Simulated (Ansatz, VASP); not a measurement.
**Si2Ni in VASP and in Ansatz**

The input INCAR:

```
PREC = Accurate ; ENCUT = 520
EDIFF = 1E-6 ; ISMEAR = 0
SIGMA = 0.05 ; LREAL = F
LASPH = T ; NELM = 150
ALGO = Normal ; ISIF = 2
LWAVE = F ; LCHARG = F
ISPIN = 2 ; MAGMOM = 0 0 0.05
LORBIT = 11 ; LMAXMIX = 4
GGA = RE ; NBANDS = 20
```

The input KPOINTS:

```
Automatic mesh
0
Gamma
  8 8 8
```

The input POSCAR:

```
Si2Ni
1.0
    0.0000000000      2.6970642344      2.6970642344
    2.6970642344      0.0000000000      2.6970642344
    2.6970642344      2.6970642344      0.0000000000
Si Ni
2 1
Direct
    0.2500000000      0.2500000000      0.2500000000
    0.7500000000      0.7500000000      0.7500000000
    0.0000000000      0.0000000000      0.0000000000
```

Input for Ansatz:

```yaml
crystal:
  lattice:
    - [0.0, 2.6970642344, 2.6970642344]
    - [2.6970642344, 0.0, 2.6970642344]
    - [2.6970642344, 2.6970642344, 0.0]
  atoms:
    - { symbol: Si, position: [0.25, 0.25, 0.25] }
    - { symbol: Si, position: [0.75, 0.75, 0.75] }
    - { symbol: Ni, position: [0.0, 0.0, 0.0], spin: 0.05 }
basis:
  ecutwfc: 420
  ecutrho_ratio: 4
kpoints:
  mp_grid: { grid: [8, 8, 8] }
hamiltonian:
  xc: revpbe
scf:
  occupations: { method: gaussian, width: 0.05 }
output:
  forces: true
  stress: true
  eigenvalues: true
  populations: true
magnetization:
  spin_polarized: true
```

Alike in both runs: task single point; functional revPBE; k mesh 8 × 8 × 8; occupations gaussian, width 0.05 eV; collinear spin.

```csv
,VASP,Ansatz
version,VASP 6.6.1,Ansatz 0.2.0
potentials or method,"VASP PAW PBE potentials, release 64 (Si, Ni), cutoff 520 eV","scalar-relativistic, plane waves, PAW"
valence electrons in the cell,18,26
```

Ansatz gave:

* gap on the k mesh at the Fermi level (eV): none
* pressure (GPa): 5.9
* net moment per atom (μB): 0.00

Question: Which values does VASP return?

Answer: gap on the k mesh at the Fermi level (eV): none; pressure (GPa): 5.7; net moment per atom (μB): 0.00.

VASP's potentials were made for PBE, not for revPBE. A gap of «none» marks a metal or a gap that the smearing closes. VASP's potentials hold 18 valence electrons a cell and Ansatz's 26, so a difference there can come from the potentials and not from the codes. Ansatz's warnings: seeded moment not kept.
